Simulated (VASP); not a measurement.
# Si3C (P6_3/mmc) in VASP: a series of runs

Runs on Si3C. Level: PBE. Tasks: single point.

All numbers are computed with VASP 6.6.1; they aren't measurements. Logs are shortened: lines on timing, memory, paths and dates and some standing lists are left out, and cuts for length are marked.

## (1) The cell of the first run

It takes space group P6_3/mmc (No. 194, hexagonal). Conventional cell: a = 6.448 Å, b = 6.448 Å, c = 2.799 Å, α = 90.00°, β = 90.00°, γ = 120.00°. Si (site symmetry mm2) has 2 C at 2.09 Å and 8 Si at 2.59 to 2.80 Å within 2.8 Å. Within 2.8 Å of C (site symmetry -6m2) lie 6 Si at 2.09 Å and 2 C at 2.80 Å.

The cell was built from a structure type or drawn by symmetry, and may not be a known phase.

## (2) Single point, PBE

Input file INCAR:

```
SYSTEM = Si3C
PREC = Accurate ; ENCUT = 520
EDIFF = 1E-7 ; ISMEAR = 0
SIGMA = 0.1 ; LREAL = .FALSE.
LASPH = .TRUE. ; NELM = 100
ALGO = Normal ; ISIF = 2
LWAVE = .FALSE. ; LCHARG = .TRUE.
GGA = PE ; LELF = .TRUE.
LVHAR = .TRUE. ; NBANDS = 26
```

Input file KPOINTS:

```
regular mesh
0
G
  3 3 4
  0 0 0
```

Input file POSCAR:

```
Si3C
1.0
    6.4484928984      0.0000000000      0.0000000000
   -3.2242464492      5.5845586662      0.0000000000
    0.0000000000      0.0000000000      2.7991530231
Si C
6 2
Direct
    0.3895333605      0.1947666802      0.7500000000
    0.8052333198      0.1947666802      0.7500000000
    0.8052333198      0.6104666395      0.7500000000
    0.6104666395      0.8052333198      0.2500000000
    0.1947666802      0.8052333198      0.2500000000
    0.1947666802      0.3895333605      0.2500000000
    0.6666666667      0.3333333333      0.2500000000
    0.3333333333      0.6666666667      0.7500000000
```

Potentials or basis: VASP PAW PBE potentials, release 64 (Si, C).

On the command line:

```console
cat potpaw_PBE.64/Si/POTCAR potpaw_PBE.64/C/POTCAR > POTCAR
mpirun -np 1 vasp_std > vasp.out
```

OUTCAR:

```text
SYSTEM = Si3C
   PREC = Accurate
   ENCUT = 520
   EDIFF = 1E-7
   ISMEAR = 0
   LREAL = .FALSE.
   LASPH = .TRUE.
   NELM = 100
   ISIF = 2
   GGA = PE

 ion  position               nearest neighbor table
   1  0.390  0.195  0.750-   7 2.09   7 2.09   5 2.59   5 2.59   6 2.59   6 2.59   2 2.68   3 2.68

   2  0.805  0.195  0.750-   7 2.09   7 2.09   6 2.59   6 2.59   4 2.59   4 2.59   1 2.68   3 2.68

   3  0.805  0.610  0.750-   7 2.09   7 2.09   5 2.59   5 2.59   4 2.59   4 2.59   1 2.68   2 2.68

   4  0.610  0.805  0.250-   8 2.09   8 2.09   2 2.59   2 2.59   3 2.59   3 2.59   5 2.68   6 2.68

   5  0.195  0.805  0.250-   8 2.09   8 2.09   3 2.59   3 2.59   1 2.59   1 2.59   4 2.68   6 2.68

   6  0.195  0.390  0.250-   8 2.09   8 2.09   2 2.59   2 2.59   1 2.59   1 2.59   4 2.68   5 2.68

   7  0.667  0.333  0.250-   1 2.09   2 2.09   1 2.09   2 2.09   3 2.09   3 2.09
   8  0.333  0.667  0.750-   4 2.09   5 2.09   4 2.09   5 2.09   6 2.09   6 2.09

  LATTYP: Found a hexagonal cell.
 ALAT       =     6.4484928984
 C/A-ratio  =     0.4340786393

  Lattice vectors:

 A1 = (   6.4484928984,   0.0000000000,   0.0000000000)
 A2 = (  -3.2242464492,   5.5845586662,   0.0000000000)
 A3 = (   0.0000000000,   0.0000000000,   2.7991530231)

Analysis of symmetry for initial positions (statically):
=====================================================================
 Subroutine PRICEL returns:
 Original cell was already a primitive cell.

 Routine SETGRP: Setting up the symmetry group for a
 hexagonal supercell.

 Subroutine GETGRP returns: Found 24 space group operations
 (whereof 12 operations were pure point group operations)
 out of a pool of 24 trial point group operations.

The static configuration has the point symmetry D_3d.
 The point group associated with its full space group is D_6h.

Analysis of symmetry for dynamics (positions and initial velocities):
=====================================================================
 Subroutine PRICEL returns:
 Original cell was already a primitive cell.

 Routine SETGRP: Setting up the symmetry group for a
 hexagonal supercell.

 Subroutine GETGRP returns: Found 24 space group operations
 (whereof 12 operations were pure point group operations)
 out of a pool of 24 trial point group operations.

The dynamic configuration has the point symmetry D_3d.
 The point group associated with its full space group is D_6h.

 Subroutine INISYM returns: Found 24 space group operations
 (whereof 12 operations are pure point group operations),
 and found     1 'primitive' translations

----------------------------------------------------------------------------------------

                                     Primitive cell

  volume of cell :     100.8031

  direct lattice vectors                    reciprocal lattice vectors
     6.448492898  0.000000000  0.000000000     0.155074994  0.089532590  0.000000000
    -3.224246449  5.584558666  0.000000000     0.000000000  0.179065180  0.000000000
     0.000000000  0.000000000  2.799153023     0.000000000  0.000000000  0.357250923

  length of vectors
     6.448492898  6.448492898  2.799153023     0.179065180  0.179065180  0.357250923

  position of ions in fractional coordinates (direct lattice)
     0.389533361  0.194766680  0.750000000
     0.805233320  0.194766680  0.750000000
     0.805233320  0.610466639  0.750000000
     0.610466639  0.805233320  0.250000000
     0.194766680  0.805233320  0.250000000
     0.194766680  0.389533361  0.250000000
     0.666666667  0.333333333  0.250000000
     0.333333333  0.666666667  0.750000000

  ion indices of the primitive-cell ions
   primitive index   ion index
                 1           1
                 2           2
                 3           3
                 4           4
                 5           5
                 6           6
                 7           7
                 8           8

----------------------------------------------------------------------------------------

 KPOINTS: regular mesh

Automatic generation of k-mesh.
 Grid dimensions read from file:
 generate k-points for:    3    3    4

 Generating k-lattice:

  Cartesian coordinates                     Fractional coordinates (reciprocal lattice)
     0.051691665  0.029844197  0.000000000     0.333333333  0.000000000  0.000000000
     0.000000000  0.059688393  0.000000000     0.000000000  0.333333333  0.000000000
     0.000000000  0.000000000  0.089312731     0.000000000  0.000000000  0.250000000

  Length of vectors
     0.059688393  0.059688393  0.089312731

  Shift w.r.t. Gamma in fractional coordinates (k-lattice)
     0.000000000  0.000000000  0.000000000

 Subroutine IBZKPT returns following result:
 ===========================================

 Found      9 irreducible k-points:

 Following reciprocal coordinates:
            Coordinates               Weight
  0.000000  0.000000  0.000000      1.000000
  0.333333  0.000000  0.000000      6.000000
  0.333333  0.333333  0.000000      2.000000
  0.000000  0.000000  0.250000      2.000000
  0.333333  0.000000  0.250000     12.000000
  0.333333  0.333333  0.250000      4.000000
  0.000000  0.000000  0.500000      1.000000
  0.333333  0.000000  0.500000      6.000000
  0.333333  0.333333  0.500000      2.000000
   k-points           NKPTS =      9   k-points in BZ     NKDIM =      9   number of bands    NBANDS=     26
   number of dos      NEDOS =    301   number of ions     NIONS =      8
   total plane-waves  NPLWV =  55296
   dimension x,y,z NGX =    48 NGY =   48 NGZ =   24
   dimension x,y,z NGXF=    96 NGYF=   96 NGZF=   48
   ions per type =               6   2
   NGX,Y,Z   is equivalent  to a cutoff of  12.37, 12.37, 14.25 a.u.
   NGXF,Y,Z  is equivalent  to a cutoff of  24.75, 24.75, 28.51 a.u.
 SYSTEM =  Si3C
   PREC   = accura    normal or accurate (medium, high low for compatibility)
   ISTART =      0    job   : 0-new  1-cont  2-samecut
   ICHARG =      2    charge: 1-file 2-atom 10-const
   ISPIN  =      1    spin polarized calculation?
   LNONCOLLINEAR =      F non collinear calculations
   LSORBIT =      F    spin-orbit coupling
   LASPH  =      T    aspherical Exc in radial PAW
   ENCUT  =  520.0 eV  38.22 Ry    6.18 a.u.  11.99 11.99  5.20*2*pi/ulx,y,z
   NELM   =    100;   NELMIN=  2; NELMDL= -5     # of ELM steps
   EDIFF  = 0.1E-06   stopping-criterion for ELM
   LREAL  =      F    real-space projection
   EDIFFG = 0.1E-05   stopping-criterion for IOM
   NSW    =      0    number of steps for IOM
   IBRION =     -1    ionic relax: 0-MD 1-quasi-New 2-CG
   NFREE  =      0    steps in history (QN), initial steepest desc. (CG)
   ISIF   =      2    stress and relaxation
   ISYM   =      2    0-nonsym 1-usesym 2-fastsym
   POTIM  = 0.5000    time-step for ionic-motion
   TEBEG  =    0.0;   TEEND  =   0.0 temperature during run
   PSTRESS=    0.0 pullay stress
   NELECT =      32.0000    total number of electrons
   NUPDOWN=      -1.0000    fix difference up-down
   EMIN   =  10.00;   EMAX   =-10.00  energy-range for DOS
   EFERMI =   0.00;   METHOD = LEGACY
   ISMEAR =     0;   SIGMA  =   0.10  broadening in eV -4-tet -1-fermi 0-gaus
   EFERMI_NEDOS =   21; number of points for ismear=-14 and -15
   IALGO  =     38    algorithm
   IMIX   =      4    mixing-type and parameters
     AMIX     =   0.40;   BMIX     =  1.00
     AMIX_MAG =   1.60;   BMIX_MAG =  1.00
  volume/ion in A,a.u.               =      12.60        85.03
  Fermi-wavevector in a.u.,A,eV,Ry     =   1.116778  2.110405 16.969097  1.247193
  Thomas-Fermi vector in A             =   2.253395
   LORBIT       =      0    0 simple, 1 ext, 2 COOP (PROOUT), +10 PAW based schemes
   GGA     = PE    functional components
   LHFCALC =     F    Hartree Fock is set to
   AEXX    =    0.0000 exact exchange contribution
   IVDW    =     0    specifies the selected vdW correction
   LEPSILON=     F    determine dielectric tensor
   LRPA    =     F    only Hartree local field effects (RPA)
 non-spin polarized calculation
 Gauss-broadening in eV      SIGMA  =   0.10
  energy-cutoff  :      520.00
  volume of cell :      100.80
 maximum number of plane-waves:      2742
 NGX is ok and might be reduce to    48
   NGX = 23   NGY = 23   NGZ = 11

 number of electron      32.0000000 magnetization

 Free energy of the ion-electron system (eV)
  ---------------------------------------------------
  ext. energy  EPLUGINS =         0.00000000
  ---------------------------------------------------
  free energy    TOTEN  =       -45.01727683 eV

  energy without entropy =      -45.01179413  energy(sigma->0) =      -45.01453548

 E-fermi :   9.3469     XC(G=0): -11.1942

 val. band max:        9.2246139915   @ k =   0.3333   0.3333   0.5000
 cond. band min:       9.3558109831   @ k =   0.0000   0.0000   0.0000
 fundamental gap:      0.1311969916
 Fermi energy:         9.3468808939

 k-point     1 :       0.0000    0.0000    0.0000
  band No.  band energies     occupation
      1      -6.6668      2.00000
      2      -5.0259      2.00000
      3      -0.8837      2.00000
      4      -0.8837      2.00000
      5      -0.6804      2.00000
      6      -0.6804      2.00000
[... 18 lines left out ...]
     25      15.2939      0.00000
     26      16.2331      0.00000

 k-point     2 :       0.3333    0.0000    0.0000
  band No.  band energies     occupation
      1      -6.3684      2.00000
      2      -5.4547      2.00000
      3      -2.0913      2.00000
      4      -1.7324      2.00000
      5       0.3310      2.00000
      6       0.9267      2.00000
[... 18 lines left out ...]
     25      15.8920      0.00000
     26      16.4296      0.00000

 k-point     3 :       0.3333    0.3333    0.0000
  band No.  band energies     occupation
      1      -5.9330      2.00000
      2      -5.9330      2.00000
      3      -2.7864      2.00000
      4      -0.5960      2.00000
      5      -0.5960      2.00000
      6       2.6278      2.00000
[... 18 lines left out ...]
     25      15.3172      0.00000
     26      15.5888      0.00000

 k-point     4 :       0.0000    0.0000    0.2500
  band No.  band energies     occupation
      1      -5.6050      2.00000
      2      -4.0406      2.00000
      3       0.2392      2.00000
      4       0.2392      2.00000
      5       0.4234      2.00000
      6       0.4234      2.00000
[... 18 lines left out ...]
     25      15.1492      0.00000
     26      15.9330      0.00000

 k-point     5 :       0.3333    0.0000    0.2500
  band No.  band energies     occupation
      1      -5.3173      2.00000
      2      -4.4429      2.00000
      3      -0.9747      2.00000
      4      -0.6067      2.00000
      5       1.3650      2.00000
      6       2.0034      2.00000
[... 18 lines left out ...]
     25      14.7396      0.00000
     26      15.8193      0.00000

 k-point     6 :       0.3333    0.3333    0.2500
  band No.  band energies     occupation
      1      -4.8994      2.00000
      2      -4.8994      2.00000
      3      -1.6460      2.00000
      4       0.4776      2.00000
      5       0.4776      2.00000
      6       3.1801      2.00000
[... 18 lines left out ...]
     25      15.4228      0.00000
     26      15.4391      0.00000

 k-point     7 :       0.0000    0.0000    0.5000
  band No.  band energies     occupation
      1      -2.6205      2.00000
      2      -2.6205      2.00000
      3      -0.8073      2.00000
      4      -0.8073      2.00000
      5       3.0999      2.00000
      6       3.0999      2.00000
[... 18 lines left out ...]
     25      13.9144      0.00000
     26      13.9144      0.00000

 k-point     8 :       0.3333    0.0000    0.5000
  band No.  band energies     occupation
      1      -2.4494      2.00000
      2      -2.4494      2.00000
      3      -1.0718      2.00000
      4      -1.0718      2.00000
      5       2.3062      2.00000
      6       2.3062      2.00000
[... 18 lines left out ...]
     25      14.4731      0.00000
     26      14.4731      0.00000

 k-point     9 :       0.3333    0.3333    0.5000
  band No.  band energies     occupation
      1      -2.3401      2.00000
      2      -2.3401      2.00000
      3      -1.2132      2.00000
      4      -1.2132      2.00000
      5       1.6896      2.00000
      6       1.6896      2.00000
[... 18 lines left out ...]
     25      16.1977      0.00000
     26      16.3092      0.00000

------------------------ aborting loop because EDIFF is reached ----------------------------------------

  FORCE on cell =-STRESS in cart. coord.  units (eV):
  Direction    XX          YY          ZZ          XY          YZ          ZX
  --------------------------------------------------------------------------------------
  -------------------------------------------------------------------------------------
  Total       -0.0178727     -0.0178727      0.1128127      0.0000000     -0.0000000     -0.0000000
  in kB       -0.2840703     -0.2840703      1.7930597      0.0000000     -0.0000000     -0.0000000
  external PRESSURE =       0.4083064 kB  Pullay stress =       0.0000000 kB

 VOLUME and BASIS-vectors are now :
 -----------------------------------------------------------------------------
  energy-cutoff  :      520.00
  volume of cell :      100.80
      direct lattice vectors                 reciprocal lattice vectors
     6.448492898  0.000000000  0.000000000     0.155074994  0.089532590  0.000000000
    -3.224246449  5.584558666  0.000000000     0.000000000  0.179065180  0.000000000
     0.000000000  0.000000000  2.799153023     0.000000000  0.000000000  0.357250923

 POSITION                                       TOTAL-FORCE (eV/Angst)
 -----------------------------------------------------------------------------------
      1.88393      1.08769      2.09936        -0.009521     -0.005497      0.000000
      4.56457      1.08769      2.09936         0.009521     -0.005497      0.000000
      3.22425      3.40919      2.09936         0.000000      0.010994      0.000000
      1.34032      4.49687      0.69979         0.009521      0.005497     -0.000000
     -1.34032      4.49687      0.69979        -0.009521      0.005497     -0.000000
     -0.00000      2.17537      0.69979        -0.000000     -0.010994     -0.000000
      3.22425      1.86152      0.69979         0.000000     -0.000000     -0.000000
     -0.00000      3.72304      2.09936         0.000000     -0.000000     -0.000000
 -----------------------------------------------------------------------------------
    total drift:                                0.000000     -0.000000      0.000000

  FREE ENERGIE OF THE ION-ELECTRON SYSTEM (eV)
  ---------------------------------------------------
  free  energy   TOTEN  =       -45.0172768261 eV

  energy  without entropy=      -45.0117941339  energy(sigma->0) =      -45.01453548
```

Wall time 31 s (1 thread of Intel Xeon 8259CL, shared host); peak memory 0.22 GiB.

What came out:

| Quantity | Value |
| --- | --- |
| Free energy | -45.0173 eV |
| Pressure | 0.0 GPa |
| Largest force | 0.011 eV/Å |
| Band gap on the k mesh | zero (bands 16 and 17 overlap by 4.01 eV) |

Forces on the atoms (eV/Å):
```
Si  -0.010 -0.005  0.000
Si   0.010 -0.005  0.000
Si   0.000  0.011  0.000
Si   0.010  0.005  0.000
Si  -0.010  0.005  0.000
Si   0.000 -0.011  0.000
C    0.000  0.000  0.000
C    0.000  0.000  0.000
```

Stress tensor (GPa, compression positive):
```
-0.03  0.00  0.00
 0.00 -0.03  0.00
 0.00  0.00  0.18
```

Caveat: the k points lie up to 0.56 Å⁻¹ apart, too coarse for converged energies and pressures of a metal.

## (3) Single point, PBE

This run uses another cell than the first one, of 12.70 Å³/atom.

Input file INCAR:

```
SYSTEM = Si3C
PREC = Accurate
ENCUT = 520
EDIFF = 1E-6
ISMEAR = 0
SIGMA = 0.1
LREAL = .FALSE.
LASPH = .TRUE.
NELM = 80
ALGO = Normal
ISIF = 2
LWAVE = .FALSE.
LCHARG = .FALSE.
GGA = PE
NBANDS = 26
```

Input file KPOINTS:

```
Automatic mesh
0
G
  3 3 6
  0 0 0
```

Input file POSCAR:

```
Si3C
1.0
    6.5855820103      0.0000000000      0.0000000000
   -3.2927910051      5.7032813196      0.0000000000
    0.0000000000      0.0000000000      2.7044754756
Si C
6 2
Direct
    0.3967262576      0.1983631288      0.7500000000
    0.8016368712      0.1983631288      0.7500000000
    0.8016368712      0.6032737424      0.7500000000
    0.6032737424      0.8016368712      0.2500000000
    0.1983631288      0.8016368712      0.2500000000
    0.1983631288      0.3967262576      0.2500000000
    0.6666666667      0.3333333333      0.2500000000
    0.3333333333      0.6666666667      0.7500000000
```

Potentials or basis: VASP PAW PBE potentials, release 64 (Si, C).

On the command line:

```console
cat potpaw_PBE.64/Si/POTCAR potpaw_PBE.64/C/POTCAR > POTCAR
mpirun -np 1 vasp_std > vasp.out
```

It took 43 s on 1 thread of Intel Xeon 8259CL, shared host; peak memory 0.21 GiB.

Results (log left out):

- Free energy: -45.6969 eV
- Pressure: 0.0 GPa
- Largest force: 0.003 eV/Å
- Band gap on the k mesh: zero (bands 16 and 17 overlap by 3.99 eV)

Forces on the atoms (eV/Å):
```
Si   0.003  0.002  0.000
Si  -0.003  0.002  0.000
Si   0.000 -0.003  0.000
Si  -0.003 -0.002  0.000
Si   0.003 -0.002  0.000
Si   0.000  0.003  0.000
C    0.000  0.000  0.000
C    0.000  0.000  0.000
```

Stress tensor (GPa, compression positive):
```
 0.08  0.00  0.00
 0.00  0.08  0.00
 0.00  0.00 -0.05
```

Levels at points of the mesh, in eV from the Fermi level:
| k point | band 15 | band 16 | band 17 | band 18 | band 19 | band 20 |
| --- | --- | --- | --- | --- | --- | --- |
| (0.00, 0.00, 0.00) | -0.65 | -0.58 | -0.58 | 0.93 | 3.72 | 3.74 |
| (0.00, 0.00, 0.50) | -0.53 | -0.53 | -0.53 | -0.53 | 1.89 | 1.89 |

Caveat: the k points lie up to 0.39 Å⁻¹ apart, too coarse for converged energies and pressures of a metal.
